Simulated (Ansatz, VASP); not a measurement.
**One calculation of Ge, two programs**

```xyz
2
Lattice="1.4881 -2.5947 0.0000 1.4881 2.5947 0.0000 0.0000 0.0000 4.7276" Properties=species:S:1:pos:R:3 pbc="T T T"
Ge    1.4881    0.8643    1.1819
Ge    1.4881   -0.8643    3.5457
```

Alike in both runs: functional PBE; k mesh 7 × 7 × 5; occupations fermi-dirac, width 0.05 eV; non-collinear spin, spin-orbit coupling.

|  | VASP | Ansatz |
| --- | --- | --- |
| version | VASP 6.6.1 | Ansatz 0.2.0 |
| potentials or method | VASP PAW PBE potentials, release 64 (Ge_d) | Ansatz PAW |
| plane-wave cutoff (eV) | 520 | 420 |
| valence electrons in the cell | 28 | 28 |
| task | single point | band structure |

|  | VASP | Ansatz | Ansatz less VASP |
| --- | --- | --- | --- |
| pressure (GPa) | 4.2 | 4.2 | +0.04 |
| traceless stress, the component that is largest in VASP (GPa) | -0.39 | -0.39 | 0.000 |
| net moment per atom (μB) | 0.00 | 0.00 | 0.000 |
